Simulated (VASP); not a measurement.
# W (Im-3m) in VASP: settings compared, part 2 of 2

VASP 6.6.1. The steps go on from the part before.

## 5. Relaxation of cell and atoms, LDA

This run uses another cell than the first one, of 15.78 Å³/atom.

INCAR

```
  ALGO = Normal
  EDIFF = 1E-6
  EDIFFG = -0.005
  ENCUT = 600
  GGA = CA
  IBRION = 2
  ISIF = 3
  ISMEAR = 1
  LASPH = True
  LCHARG = False
  LREAL = False
  LWAVE = False
  NELM = 100
  NSW = 60
  PREC = Accurate
  SIGMA = 0.1
```

KPOINTS

```
k-points
0
Gamma
  24 24 24
```

POSCAR

```
W
1.0
   -1.5800000000      1.5800000000      1.5800000000
    1.5800000000     -1.5800000000      1.5800000000
    1.5800000000      1.5800000000     -1.5800000000
W
1
Direct
    0.0000000000      0.0000000000      0.0000000000
```

Potentials or basis: VASP PAW LDA potentials, release 64 (W_sv).

Launch:

```sh
$ cat potpaw_LDA.64/W_sv/POTCAR > POTCAR
$ mpirun -np 1 vasp_std > vasp.out
```

OUTCAR:

```text
EDIFF = 1E-6
   EDIFFG = -0.005
   ENCUT = 600
   GGA = CA
   IBRION = 2
   ISIF = 3
   ISMEAR = 1
   LASPH = True
   LREAL = False
   NELM = 100
   NSW = 60
   PREC = Accurate

 ion  position               nearest neighbor table
   1  0.000  0.000  0.000-

  LATTYP: Found a body centered cubic cell.
 ALAT       =     3.1600000000

  Lattice vectors:

 A1 = (  -1.5800000000,   1.5800000000,   1.5800000000)
 A2 = (   1.5800000000,  -1.5800000000,   1.5800000000)
 A3 = (   1.5800000000,   1.5800000000,  -1.5800000000)

Analysis of symmetry for initial positions (statically):
=====================================================================
 Subroutine PRICEL returns:
 Original cell was already a primitive cell.

 Routine SETGRP: Setting up the symmetry group for a
[... 293 lines left out ...]
      2     -25.8410      2.00000
      3     -25.8410      2.00000
      4     -25.8410      2.00000
      5       1.9827      2.00000
      6      10.3505      2.00000
      7      10.3505      2.00000
      8      10.3505      2.00000
      9      13.8914      0.00000
     10      13.8914      0.00000
     11      26.2758      0.00000
[... 309 lines left out ...]
 k-point    24 :       0.4583    0.0417    0.0000
  band No.  band energies     occupation
      1     -61.9158      2.00000
      2     -27.2387      2.00000
      3     -26.3036      2.00000
      4     -25.8606      2.00000
      5       5.3126      2.00000
      6       7.9804      2.00000
      7      12.2985     -0.00000
      8      13.7955      0.00000
      9      14.8985      0.00000
     10      18.0235      0.00000
     11      23.0589      0.00000

 [... further k-points ...]

------------------------ aborting loop because EDIFF is reached ----------------------------------------

  FORCE on cell =-STRESS in cart. coord.  units (eV):
  Direction    XX          YY          ZZ          XY          YZ          ZX
  --------------------------------------------------------------------------------------
  -------------------------------------------------------------------------------------
  Total       -0.0028910     -0.0028910     -0.0028910      0.0000000      0.0000000     -0.0000000
  in kB       -0.2988780     -0.2988780     -0.2988780      0.0000000      0.0000000     -0.0000000
  external PRESSURE =      -0.2988780 kB  Pullay stress =       0.0000000 kB
[... 16 lines left out ...]
  FREE ENERGIE OF THE ION-ELECTRON SYSTEM (eV)
  ---------------------------------------------------
  free  energy   TOTEN  =       -14.1067649822 eV

  energy  without entropy=      -14.1069846461  energy(sigma->0) =      -14.10683820

 reached required accuracy - stopping structural energy minimisation
```

OSZICAR:

```text
N       E                     dE             d eps       ncg     rms          rms(c)
DAV:   1     0.830829956440E+02    0.83083E+02   -0.85385E+03  9118   0.159E+03
DAV:   2    -0.130198875149E+02   -0.96103E+02   -0.92853E+02  9764   0.358E+02
[... 27 lines left out ...]
   3 F= -.14106760E+02 E0= -.14106833E+02  d E =-.512126E-02
       N       E                     dE             d eps       ncg     rms          rms(c)
DAV:   1    -0.141068013252E+02   -0.41078E-04   -0.85698E-04  9461   0.467E-01    0.807E-02
DAV:   2    -0.141067702684E+02    0.31057E-04   -0.46184E-05  9314   0.942E-02    0.181E-02
DAV:   3    -0.141067649497E+02    0.53187E-05   -0.14396E-05  9569   0.513E-02    0.141E-02
DAV:   4    -0.141067649822E+02   -0.32473E-07   -0.33348E-07  5477   0.824E-03
   4 F= -.14106765E+02 E0= -.14106838E+02  d E =-.512607E-02
```

It took 2 min on 1 thread of Intel Xeon 8259CL, shared host; peak memory 0.22 GiB.

What came out:

```
Free energy                           : -14.1068 eV
Relaxed volume                        : 15.50 Å³/atom
Relaxed cell                          : a = 2.720 Å, b = 2.720 Å, c = 2.720 Å, α = 109.47°, β = 109.47°, γ = 109.47°
Space group after relaxing (to 0.1 Å) : Im-3m (No. 229)
Energy gained by relaxing             : 5.1 meV/atom
Ionic steps                           : 4
Pressure after relaxing               : 0.0 GPa
Band gap on the k mesh                : zero (bands 7 and 8 overlap by 6.61 eV)
```

The path:
```csv
step,energy change (eV),largest force (eV/Å),pressure (GPa),volume (Å³)
1,0.0000,0.0000,-5.78,15.78
2,0.0684,0.0000,25.32,14.51
3,-0.0051,0.0000,-0.19,15.51
4,-0.0051,0.0000,-0.03,15.50
```

Final structure:
```yaml
crystal:
  lattice:
    - [-1.57062, 1.57062, 1.57062]
    - [1.57062, -1.57062, 1.57062]
    - [1.57062, 1.57062, -1.57062]
  atoms:
    - { symbol: W, position: [0.00000, 0.00000, 0.00000] }
```

Caveat: spin-orbit coupling is left out, which moves the levels of the heavy elements.

## 6. Summary

| task | level | potentials or basis | spin | cell | cutoff (eV) | gap on the mesh (eV) | pressure (GPa) |
| --- | --- | --- | --- | --- | --- | --- | --- |
| single point | PBEsol | VASP PAW PBE potentials, release 64 (W_sv) | non-collinear, zero start, SOC | a = 2.732 Å, angles 109.5°, 1 atom | 520 | - | 1.5 |
| single point | LDA | VASP PAW LDA potentials, release 64 (W_sv) | off | a = 2.715 Å, angles 109.5°, 1 atom | 520 | none | 1.9 |
| single point | PBE | VASP PAW PBE potentials, release 64 (W_sv) | off | a = 2.757 Å, angles 109.5°, 1 atom | 520 | none | 0.4 |
| relaxation of cell and atoms | LDA | VASP PAW LDA potentials, release 64 (W_sv) | off | relaxed from a = 2.737 Å, angles 109.5°, 1 atom | 600 | none | 0.0 |

Alike in all rows: k mesh 24 × 24 × 24; smearing methfessel-paxton 0.1 eV.

Caveats: spin-orbit coupling is left out, which moves the levels of the heavy elements (at least some runs); the PAW data sets were made with another functional, which shifts forces and pressure a little (at least some runs).

Total energies depend on the potentials used, so only differences within one code and one set of settings carry meaning.
